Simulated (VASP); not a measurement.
# Pt (Fm-3m) in VASP: a series of runs

Runs on Pt. Level: r2SCAN. Tasks: single point, relaxation of volume and atoms at fixed shape.

Everything below comes from runs of VASP 6.6.1. Logs are shortened: lines on timing, memory, paths and dates and some standing lists are left out, and cuts for length are marked.

## 1. The cell of the first run

It takes space group Fm-3m (No. 225, cubic). Conventional cell: a = 3.943 Å, b = 3.943 Å, c = 3.943 Å, α = 90.00°, β = 90.00°, γ = 90.00°. Within 3.7 Å of Pt (site symmetry m-3m) lie 12 Pt at 2.79 Å.

## 2. Single point, r2SCAN

The input, POSCAR:

```
Pt
1.0
    0.0000000000      1.9714986662      1.9714986662
    1.9714986662      0.0000000000      1.9714986662
    1.9714986662      1.9714986662      0.0000000000
Pt
1
Direct
    0.0000000000      0.0000000000      0.0000000000
```

The input, INCAR.step1:

```
SYSTEM = Pt
  PREC = Accurate
  ENCUT = 520
  ISMEAR = -1
  SIGMA = 0.1
  LREAL = .FALSE.
  LASPH = .TRUE.
  NELM = 80
  NBANDS = 11
  GGA = PE
  ALGO = Normal
  EDIFF = 1E-4
  LWAVE = .TRUE.
  LCHARG = .FALSE.
```

The input, INCAR.step2:

```
SYSTEM = Pt
  PREC = Accurate
  ENCUT = 520
  EDIFF = 1E-6
  ISMEAR = -1
  SIGMA = 0.1
  LREAL = .FALSE.
  LASPH = .TRUE.
  NELM = 80
  ALGO = Normal
  ISIF = 2
  LWAVE = .FALSE.
  LCHARG = .FALSE.
  METAGGA = R2SCAN
  LMIXTAU = .TRUE.
  NBANDS = 11
  ISTART = 1
```

The input, KPOINTS:

```
Automatic mesh
0
G
  10 10 10
  0 0 0
```

Potentials or basis: VASP PAW PBE potentials, release 64 (Pt).

The run is started by

```sh
cat potpaw_PBE.64/Pt/POTCAR > POTCAR
cp INCAR.step1 INCAR
mpirun -np 1 vasp_std > vasp.out
cp INCAR.step2 INCAR
mpirun -np 1 vasp_std > vasp.out
```

OUTCAR:

```text
SYSTEM = Pt
   PREC = Accurate
   ENCUT = 520
   EDIFF = 1E-6
   ISMEAR = -1
   LREAL = .FALSE.
   LASPH = .TRUE.
   NELM = 80
   ISIF = 2
   METAGGA = R2SCAN
   ISTART = 1

 ion  position               nearest neighbor table
   1  0.000  0.000  0.000-

  LATTYP: Found a face centered cubic cell.
 ALAT       =     3.9429973324

  Lattice vectors:

 A1 = (   0.0000000000,   1.9714986662,   1.9714986662)
 A2 = (   1.9714986662,   0.0000000000,   1.9714986662)
 A3 = (   1.9714986662,   1.9714986662,   0.0000000000)

Analysis of symmetry for initial positions (statically):
=====================================================================
 Subroutine PRICEL returns:
 Original cell was already a primitive cell.

 Routine SETGRP: Setting up the symmetry group for a
 face centered cubic supercell.

 Subroutine GETGRP returns: Found 48 space group operations
 (whereof 48 operations were pure point group operations)
 out of a pool of 48 trial point group operations.

The static configuration has the point symmetry O_h .

Analysis of symmetry for dynamics (positions and initial velocities):
=====================================================================
 Subroutine PRICEL returns:
 Original cell was already a primitive cell.

 Routine SETGRP: Setting up the symmetry group for a
 face centered cubic supercell.

 Subroutine GETGRP returns: Found 48 space group operations
 (whereof 48 operations were pure point group operations)
 out of a pool of 48 trial point group operations.

The dynamic configuration has the point symmetry O_h .

 Subroutine INISYM returns: Found 48 space group operations
 (whereof 48 operations are pure point group operations),
 and found     1 'primitive' translations

----------------------------------------------------------------------------------------

                                     Primitive cell

  volume of cell :      15.3257

  direct lattice vectors                    reciprocal lattice vectors
     0.000000000  1.971498666  1.971498666    -0.253614171  0.253614171  0.253614171
     1.971498666  0.000000000  1.971498666     0.253614171 -0.253614171  0.253614171
     1.971498666  1.971498666  0.000000000     0.253614171  0.253614171 -0.253614171

  length of vectors
     2.788120152  2.788120152  2.788120152     0.439272630  0.439272630  0.439272630

  position of ions in fractional coordinates (direct lattice)
     0.000000000  0.000000000  0.000000000

  ion indices of the primitive-cell ions
   primitive index   ion index
                 1           1

----------------------------------------------------------------------------------------

 KPOINTS: Automatic mesh

Automatic generation of k-mesh.
 Grid dimensions read from file:
 generate k-points for:   10   10   10

 Generating k-lattice:

  Cartesian coordinates                     Fractional coordinates (reciprocal lattice)
    -0.025361417  0.025361417  0.025361417     0.100000000  0.000000000  0.000000000
     0.025361417 -0.025361417  0.025361417     0.000000000  0.100000000  0.000000000
     0.025361417  0.025361417 -0.025361417     0.000000000  0.000000000  0.100000000

  Length of vectors
     0.043927263  0.043927263  0.043927263

  Shift w.r.t. Gamma in fractional coordinates (k-lattice)
     0.000000000  0.000000000  0.000000000

 Subroutine IBZKPT returns following result:
 ===========================================

 Found     47 irreducible k-points:

 Following reciprocal coordinates:
            Coordinates               Weight
  0.000000  0.000000  0.000000      1.000000
  0.100000  0.000000  0.000000      8.000000
  0.200000  0.000000  0.000000      8.000000
  0.300000  0.000000  0.000000      8.000000
  0.400000  0.000000  0.000000      8.000000
  0.500000  0.000000  0.000000      4.000000
[... 16 lines left out ...]
  0.300000  0.300000  0.000000      6.000000
  0.400000  0.300000  0.000000     24.000000
 [... further k-points ...]
   k-points           NKPTS =     47   k-points in BZ     NKDIM =     47   number of bands    NBANDS=     11
   number of dos      NEDOS =    301   number of ions     NIONS =      1
   total plane-waves  NPLWV =  13824
   dimension x,y,z NGX =    24 NGY =   24 NGZ =   24
   dimension x,y,z NGXF=    48 NGYF=   48 NGZF=   48
   ions per type =               1
   NGX,Y,Z   is equivalent  to a cutoff of  14.31, 14.31, 14.31 a.u.
   NGXF,Y,Z  is equivalent  to a cutoff of  28.62, 28.62, 28.62 a.u.
 SYSTEM =  Pt
   PREC   = accura    normal or accurate (medium, high low for compatibility)
   ISTART =      1    job   : 0-new  1-cont  2-samecut
   ICHARG =      0    charge: 1-file 2-atom 10-const
   ISPIN  =      1    spin polarized calculation?
   LNONCOLLINEAR =      F non collinear calculations
   LSORBIT =      F    spin-orbit coupling
   LASPH  =      T    aspherical Exc in radial PAW
   ENCUT  =  520.0 eV  38.22 Ry    6.18 a.u.   5.18  5.18  5.18*2*pi/ulx,y,z
   NELM   =     80;   NELMIN=  2; NELMDL=  0     # of ELM steps
   EDIFF  = 0.1E-05   stopping-criterion for ELM
   LREAL  =      F    real-space projection
   EDIFFG = 0.1E-04   stopping-criterion for IOM
   NSW    =      0    number of steps for IOM
   IBRION =     -1    ionic relax: 0-MD 1-quasi-New 2-CG
   NFREE  =      0    steps in history (QN), initial steepest desc. (CG)
   ISIF   =      2    stress and relaxation
   ISYM   =      2    0-nonsym 1-usesym 2-fastsym
   POTIM  = 0.5000    time-step for ionic-motion
   TEBEG  =    0.0;   TEEND  =   0.0 temperature during run
   PSTRESS=    0.0 pullay stress
   NELECT =      10.0000    total number of electrons
   NUPDOWN=      -1.0000    fix difference up-down
   EMIN   =  10.00;   EMAX   =-10.00  energy-range for DOS
   EFERMI =   0.00;   METHOD = LEGACY
   ISMEAR =    -1;   SIGMA  =   0.10  broadening in eV -4-tet -1-fermi 0-gaus
   EFERMI_NEDOS =   21; number of points for ismear=-14 and -15
   IALGO  =     38    algorithm
   IMIX   =      4    mixing-type and parameters
     AMIX     =   0.40;   BMIX     =  1.00
     AMIX_MAG =   1.60;   BMIX_MAG =  1.00
  volume/ion in A,a.u.               =      15.33       103.42
  Fermi-wavevector in a.u.,A,eV,Ry     =   1.419935  2.683287 27.432261  2.016214
  Thomas-Fermi vector in A             =   2.540903
   LORBIT       =      0    0 simple, 1 ext, 2 COOP (PROOUT), +10 PAW based schemes
   METAGGA = R2SCAN    functional components
   LHFCALC =     F    Hartree Fock is set to
   AEXX    =    0.0000 exact exchange contribution
   IVDW    =     0    specifies the selected vdW correction
   LEPSILON=     F    determine dielectric tensor
   LRPA    =     F    only Hartree local field effects (RPA)
 non-spin polarized calculation
  energy-cutoff  :      520.00
  volume of cell :       15.33
 maximum number of plane-waves:       424
 NGX is ok and might be reduce to    24
   NGX = 11   NGY = 11   NGZ = 11

 number of electron      10.0000001 magnetization

 Free energy of the ion-electron system (eV)
  ---------------------------------------------------
  ext. energy  EPLUGINS =         0.00000000
  ---------------------------------------------------
  free energy    TOTEN  =       -51.50976823 eV

  energy without entropy =      -51.45542543  energy(sigma->0) =      -51.48259683

 E-fermi :  10.7344     XC(G=0): -14.5221

 val. band max:       10.7338608522   @ k =   0.5000   0.0000   0.0000
 cond. band min:      10.7572473380   @ k =   0.5000   0.1000   0.0000
 fundamental gap:      0.0233864858
 Fermi energy:        10.7344374955

 k-point     1 :       0.0000    0.0000    0.0000
  band No.  band energies     occupation
      1       0.3984      2.00000
      2       6.8958      2.00000
      3       6.8958      2.00000
      4       6.8958      2.00000
      5       9.0048      2.00000
      6       9.0048      2.00000
      7      26.2336      0.00000
      8      31.3091      0.00000
      9      31.3091      0.00000
     10      31.3091      0.00000
     11      37.1164      0.00000

 k-point     2 :       0.1000    0.0000    0.0000
  band No.  band energies     occupation
      1       0.8054      2.00000
      2       6.7286      2.00000
      3       7.0481      2.00000
      4       7.0481      2.00000
      5       8.9301      2.00000
      6       8.9301      2.00000
      7      26.8297      0.00000
      8      29.5175      0.00000
      9      31.9168      0.00000
     10      31.9168      0.00000
     11      38.5213      0.00000

 k-point     3 :       0.2000    0.0000    0.0000
  band No.  band energies     occupation
      1       1.8782      2.00000
      2       6.4850      2.00000
      3       7.2745      2.00000
      4       7.2745      2.00000
      5       8.9751      2.00000
      6       8.9751      2.00000
      7      26.4167      0.00000
      8      27.9418      0.00000
      9      33.5112      0.00000
     10      33.5112      0.00000
     11      35.7898      0.00000

 k-point     4 :       0.3000    0.0000    0.0000
  band No.  band energies     occupation
      1       2.9620      2.00000
      2       6.9866      2.00000
      3       7.1568      2.00000
      4       7.1568      2.00000
      5       9.5796      1.99998
      6       9.5796      1.99998
      7      22.8032      0.00000
      8      27.4659      0.00000
      9      33.7610      0.00000
     10      33.7610      0.00000
     11      36.0301      0.00000
[... 239 lines left out ...]
 k-point    22 :      -0.2000    0.2000    0.0000
  band No.  band energies     occupation
      1       3.8587      2.00000
      2       5.9395      2.00000
      3       6.9313      2.00000
      4       8.0448      2.00000
      5       8.3163      2.00000
      6      11.1216      0.04081
      7      24.0414      0.00000
      8      26.5814      0.00000
      9      30.0551      0.00000
     10      32.4930      0.00000
     11      35.6239      0.00000

 k-point    23 :       0.3000    0.3000    0.0000
  band No.  band energies     occupation
      1       3.7750      2.00000
      2       4.8679      2.00000
      3       8.0029      2.00000
      4       9.2346      2.00000
      5       9.2346      2.00000
      6      10.0369      1.99813
      7      26.8700      0.00000
      8      26.8700      0.00000
      9      28.1008      0.00000
     10      30.6532      0.00000
     11      31.8489      0.00000

 k-point    24 :       0.4000    0.3000    0.0000
  band No.  band energies     occupation
      1       4.0789      2.00000
      2       4.6794      2.00000
      3       8.1055      2.00000
      4       9.3801      2.00000
      5      10.6182      1.52348
      6      10.9929      0.14031
      7      23.2217      0.00000
      8      25.6520      0.00000
      9      26.0879      0.00000
     10      31.5131      0.00000
     11      33.6502      0.00000

 [... further k-points ...]

------------------------ aborting loop because EDIFF is reached ----------------------------------------

  FORCE on cell =-STRESS in cart. coord.  units (eV):
  Direction    XX          YY          ZZ          XY          YZ          ZX
  --------------------------------------------------------------------------------------
  -------------------------------------------------------------------------------------
  Total        0.0658171      0.0658171      0.0658171     -0.0000000      0.0000000      0.0000000
  in kB        6.8806602      6.8806602      6.8806602     -0.0000000      0.0000000      0.0000000
  external PRESSURE =       6.8806602 kB  Pullay stress =       0.0000000 kB

 VOLUME and BASIS-vectors are now :
 -----------------------------------------------------------------------------
  energy-cutoff  :      520.00
  volume of cell :       15.33
      direct lattice vectors                 reciprocal lattice vectors
     0.000000000  1.971498666  1.971498666    -0.253614171  0.253614171  0.253614171
     1.971498666  0.000000000  1.971498666     0.253614171 -0.253614171  0.253614171
     1.971498666  1.971498666  0.000000000     0.253614171  0.253614171 -0.253614171

 POSITION                                       TOTAL-FORCE (eV/Angst)
 -----------------------------------------------------------------------------------
      0.00000      0.00000      0.00000        -0.000000     -0.000000     -0.000000
 -----------------------------------------------------------------------------------
    total drift:                               -0.000000      0.000000     -0.000000

  FREE ENERGIE OF THE ION-ELECTRON SYSTEM (eV)
  ---------------------------------------------------
  free  energy   TOTEN  =       -51.5097682271 eV

  energy  without entropy=      -51.4554254283  energy(sigma->0) =      -51.48259683
```

It took 14 s on 1 thread of Intel Xeon 6975P-C (Granite Rapids), shared host; peak memory 0.14 GiB.

What came out:

| Quantity | Value |
| --- | --- |
| Free energy | -51.5098 eV |
| Pressure | 0.7 GPa |
| Band gap on the k mesh | zero (band 5 reaches 11.22 eV, above the bottom of band 6 at 8.93 eV) |

Caveat: the PAW data sets were made with another functional, which shifts forces and pressure a little; spin-orbit coupling is left out, which moves the levels of the heavy elements.

## 3. Relaxation of volume and atoms at fixed shape, r2SCAN

This run uses another cell than the first one, of 15.08 Å³/atom, 0.984 times its volume.

The input, POSCAR:

```
Pt
1.0
    0.0000000000      1.9609000000      1.9609000000
    1.9609000000      0.0000000000      1.9609000000
    1.9609000000      1.9609000000      0.0000000000
Pt
1
Direct
    0.0000000000      0.0000000000      0.0000000000
```

The input, INCAR.step1:

```
SYSTEM = Pt
PREC = Accurate ; ENCUT = 600
ISMEAR = -1 ; SIGMA = 0.1
LREAL = .False. ; LASPH = .True.
NELM = 100 ; GGA = PE
ALGO = Normal ; EDIFF = 1E-4
LWAVE = .True. ; LCHARG = .False.
```

The input, INCAR.step2:

```
SYSTEM = Pt
PREC = Accurate ; ENCUT = 600
EDIFF = 1E-6 ; ISMEAR = -1
SIGMA = 0.1 ; LREAL = .False.
LASPH = .True. ; NELM = 100
ALGO = Normal ; ISIF = 8
LWAVE = .False. ; LCHARG = .False.
METAGGA = R2SCAN ; LMIXTAU = .True.
IBRION = 2 ; NSW = 80
EDIFFG = -0.01 ; ISTART = 1
```

The input, KPOINTS:

```
Automatic mesh
0
Gamma
  10 10 10
  0 0 0
```

Potentials or basis: VASP PAW PBE potentials, release 64 (Pt).

The run is started by

```sh
cat potpaw_PBE.64/Pt/POTCAR > POTCAR
cp INCAR.step1 INCAR
mpirun -np 1 vasp_std > vasp.out
cp INCAR.step2 INCAR
mpirun -np 1 vasp_std > vasp.out
```

It took 34 s on 1 thread of Intel Xeon 6975P-C (Granite Rapids), shared host; peak memory 0.16 GiB.

Results (log left out):

| Quantity | Value |
| --- | --- |
| Free energy | -51.5090 eV |
| Relaxed volume | 15.37 Å³/atom |
| Relaxed cell | a = 2.791 Å, b = 2.791 Å, c = 2.791 Å, α = 60.00°, β = 60.00°, γ = 60.00° |
| Space group after relaxing (to 0.05 Å) | Fm-3m (No. 225) |
| Energy gained by relaxing | 4.7 meV/atom |
| Ionic steps | 3 |
| Pressure after relaxing | -0.1 GPa |
| Band gap on the k mesh | zero (band 5 reaches 11.16 eV, above the bottom of band 6 at 8.88 eV) |

The path:
```csv
step,energy change (eV),largest force (eV/Å),pressure (GPa),volume (Å³)
1,0.0000,0.0000,5.38,15.08
2,0.0301,0.0000,-12.38,16.21
3,-0.0047,0.0000,-0.09,15.37
```

Final structure:
```
Pt
1.0
     0.00000    1.97352    1.97352
     1.97352    0.00000    1.97352
     1.97352    1.97352    0.00000
Pt
1
Cartesian
  0.0000 0.0000 0.0000
```

Levels at points of the mesh, in eV from the Fermi level:
```csv
k point,band 2,band 3,band 4,band 5,band 6,band 7,band 8,band 9
"(0.00, 0.00, 0.00)",-3.82,-3.82,-3.82,-1.72,-1.72,15.51,20.56,20.56
"(0.50, 0.00, 0.00)",-3.91,-3.91,-0.25,0.00,0.00,5.98,15.14,19.80
"(0.50, 0.50, 0.00)",-6.68,-0.08,0.48,0.48,1.96,9.11,11.93,11.93
```

Caveat: the PAW data sets were made with another functional, which shifts forces and pressure a little; spin-orbit coupling is left out, which moves the levels of the heavy elements.
